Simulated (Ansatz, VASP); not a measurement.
## One calculation of Ru, two programs

```
CELL_PARAMETERS angstrom
2.67538 0.00000 0.00000
-1.33769 2.31695 0.00000
0.00000 0.00000 4.22283
ATOMIC_POSITIONS crystal
Ru 0.33333 0.66667 0.25000
Ru 0.66667 0.33333 0.75000
```

Alike in both runs: functional LDA; k mesh 21 × 21 × 12; occupations fermi-dirac, width 0.05 eV; no spin polarisation.

Ansatz relaxed the structure, and its values are those at the end. VASP's run is a single point on that final structure, the one shown.

```csv
,VASP,Ansatz
version,VASP 6.6.1,Ansatz 0.2.0
potentials or method,"VASP PAW LDA potentials, release 64 (Ru_pv)","PAW with Ansatz's default frozen-core files, scalar-relativistic"
plane-wave cutoff (eV),520,420
valence electrons in the cell,28,32
```

Ansatz gave:

- pressure (GPa): 0.0

Q: Estimate VASP's values.

A: Pressure (GPa): 1.0.

LDA's correlation is that of Perdew and Zunger in VASP and of Perdew and Wang (1992) in Ansatz. VASP's potentials hold 28 valence electrons a cell and Ansatz's 32, so a difference there can come from the potentials and not from the codes.
